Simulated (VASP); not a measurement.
Write the native input for VASP 6.6.1 that does the following.

| Item | Value |
| --- | --- |
| Task | single point |
| Functional | PBE |
| Potentials or basis | VASP PAW PBE potentials, release 64 (Cu) |
| Cutoff | 520 eV |
| k mesh | 19 × 19 × 19 |
| Occupations | fermi-dirac, width 0.1 eV |
| Spin | no spin polarisation |
| Dipole correction | no |
| Further INCAR settings | ALGO = Normal; EDIFF = 1e-06; NBANDS = 12 |

The structure of Cu lies in POSCAR:

```
Cu
1.0
    1.9747465101      0.0000000000      0.0000000000
    0.0000000000      1.9747465101      0.0000000000
    0.0000000000      0.0000000000      1.9747465101
Cu
1
Direct
    0.0000000000      0.0000000000      0.0000000000
```

One way to write it, as run:

INCAR

```
SYSTEM = Cu
ALGO = Normal
EDIFF = 1E-6
ENCUT = 520
GGA = PE
ISIF = 2
ISMEAR = -1
LASPH = .TRUE.
LCHARG = .TRUE.
LELF = .TRUE.
LREAL = .FALSE.
LVHAR = .TRUE.
LWAVE = .FALSE.
NBANDS = 12
NELM = 80
PREC = Accurate
SIGMA = 0.1
```

KPOINTS

```
k-points
0
G
  19 19 19
  0 0 0
```

Potentials or basis: VASP PAW PBE potentials, release 64 (Cu).

Launch:

```console
$ cat potpaw_PBE.64/Cu/POTCAR > POTCAR
$ mpirun -np 1 vasp_std > vasp.out
```

Results of the run:

| Property | Result |
| --- | --- |
| Pressure | 261.8 GPa |

It took 6.5 s on 1 thread of Intel Xeon 6975P-C, with other jobs on the host, peak memory 0.13 GiB.
